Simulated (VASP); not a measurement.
Runs of VASP 6.6.1 on NaF. Symmetry: Fm-3m, No. 225, cubic system. The conventional cell has a = 4.701 Å, b = 4.701 Å, c = 4.701 Å, α = 90.00°, β = 90.00°, γ = 90.00°. Within 3.1 Å of Na (site symmetry m-3m) lie 6 F at 2.35 Å. Within 3.1 Å of F (site symmetry m-3m) lie 6 Na at 2.35 Å. 

```tsv
task	level	potentials or basis	cell	k mesh	cutoff (eV)	smearing	grid for exact exchange (PRECFOCK)	share of exact exchange	screening parameter	gap on the mesh (eV)	pressure (GPa)
single point	PBE	VASP PAW PBE potentials, release 64 (Na_pv, F)	as given	8 × 8 × 8	600	gaussian 0.01 eV	-	-	-	6.07	(b)
relaxation of cell and atoms	PBE	VASP PAW PBE potentials, release 64 (Na_pv, F)	relaxed	8 × 8 × 8	600	gaussian 0.01 eV	-	-	-	6.10	0.0
single point	HSE06	VASP PAW PBE potentials, release 64 (Na_pv, F)	as given	6 × 6 × 6	520	gaussian 0.02 eV	Normal	0.25	0.2079 1/Å	8.20	-1.8
single point	LDA	VASP PAW LDA potentials, release 64 (Na_pv, F)	as given	8 × 8 × 8	600	gaussian 0.02 eV	-	-	-	5.74	(a)
```

Alike in all rows: no spin polarisation.

Estimate the missing entries.

(a) -6.1; (b) -0.3.

Caveats: the PAW data sets were made with another functional, which shifts forces and pressure a little (at least some runs); the cell stands under tension (at least some runs).

